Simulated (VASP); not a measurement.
Here is a VASP 6.6.1 calculation.

INCAR

```
ALGO = Normal
EDIFF = 1E-7
ENCUT = 520
GGA = PE
ISIF = 2
ISMEAR = -1
ISPIN = 2
LASPH = True
LCHARG = True
LELF = True
LORBIT = 11
LREAL = Auto
LVHAR = True
LWAVE = False
MAGMOM = 0 0 0 0 0 0 0 0 0 0 0 0 0 0 0 0 0
NBANDS = 52
NELM = 150
PREC = Accurate
SIGMA = 0.05
```

File KPOINTS:

```
k-points
0
Gamma
  2 2 2
```

POSCAR

```
Si16C
1.0
    0.0000000000      5.4300000000      5.4300000000
    5.4300000000      0.0000000000      5.4300000000
    5.4300000000      5.4300000000      0.0000000000
Si C
16 1
Direct
   -0.0555893186     -0.0048342541     -0.0340423573
    0.0787661142      0.0774401473      0.1634438306
   -0.0580570902      0.0511878453      0.5317771639
    0.1952670350      0.2223941068      0.4844014733
    0.0206261510      0.4562062615      0.0099079190
    0.1530662983      0.6356629834      0.0689226519
    0.0015745856      0.6028821363      0.4330662983
    0.1278545120      0.6513720074      0.6235635359
    0.4546316759     -0.0352578269      0.0611141805
    0.5242725599      0.1167219153      0.2133149171
    0.4945119705     -0.0830755064      0.5725782689
    0.5931031308      0.0771731123      0.6850552486
    0.5272559853      0.4641988950      0.0172007366
    0.6423848987      0.5953683241      0.1478729282
    0.4953683241      0.4435267035      0.5470994475
    0.6883241252      0.5215101289      0.6479742173
    0.9262799263      1.1822099448      0.6771270718
```

Potentials or basis: VASP PAW PBE potentials, release 64 (Si, C).

The run is started by

```bash
$ cat potpaw_PBE.64/Si/POTCAR potpaw_PBE.64/C/POTCAR > POTCAR
$ mpirun -np 1 vasp_std > vasp.out
```

Problem. Predict the pressure.

Solution. 0.0 GPa.

Problem. Estimate the band gap on the k mesh.

Solution. Zero (filled and empty bands overlap).

Problem. Predict the net moment.

Solution. 0.00 μB per cell.

Problem. Estimate the largest force.

Solution. 2.918 eV/Å.

Forces on the atoms (eV/Å):
```
Si   0.836 -0.781  1.061
Si  -0.076 -0.879  0.263
Si  -2.596  0.450 -1.252
Si   1.346  0.527 -0.818
Si  -0.076 -0.686  0.247
Si  -0.051 -0.066 -0.230
Si  -0.414  0.559  0.564
Si   0.546  0.217 -0.168
Si  -0.107  0.160  0.150
Si  -1.484  0.506  0.547
Si   0.254 -0.344 -0.084
Si   0.055 -0.674 -0.870
Si   0.354 -0.394  0.364
Si   0.282  0.567 -0.861
Si   0.059 -1.082  1.301
Si  -0.603  0.264 -0.960
C    1.676  1.654  0.746
```

Caveat: the k points lie up to 0.50 Å⁻¹ apart.
